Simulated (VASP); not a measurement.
SiC:

```xyz
2
Lattice="2.6201 0.0000 0.0000 0.0000 2.6201 0.0000 0.0000 0.0000 2.6201" Properties=species:S:1:pos:R:3 pbc="T T T"
Si    0.0000    0.0000    0.0000
C     1.3101    1.3101    1.3101
```

Base run:

* Program: VASP 6.6.1
* Functional: r2SCAN
* Potentials or basis: VASP PAW PBE potentials, release 64 (Si, C)
* Cutoff: 520 eV
* k mesh: 8 × 8 × 8
* Occupations: fermi-dirac, width 0.02 eV
* Spin: no spin polarisation

Its results: band gap on the k mesh zero (band 4 reaches 12.69 eV, above the bottom of band 5 at 8.68 eV); pressure 0.3 GPa.

**Question.** The run is repeated on the same cell with these changes: cutoff from 520 eV to 660 eV; k mesh from 8 × 8 × 8 to 6 × 6 × 6. What comes out?

**Answer.** Band gap on the k mesh zero (band 4 reaches 12.84 eV, above the bottom of band 5 at 8.89 eV); pressure -0.3 GPa.

Caveats: some runs use coarse meshes; the PAW data sets were made with another functional, which shifts forces and pressure a little.
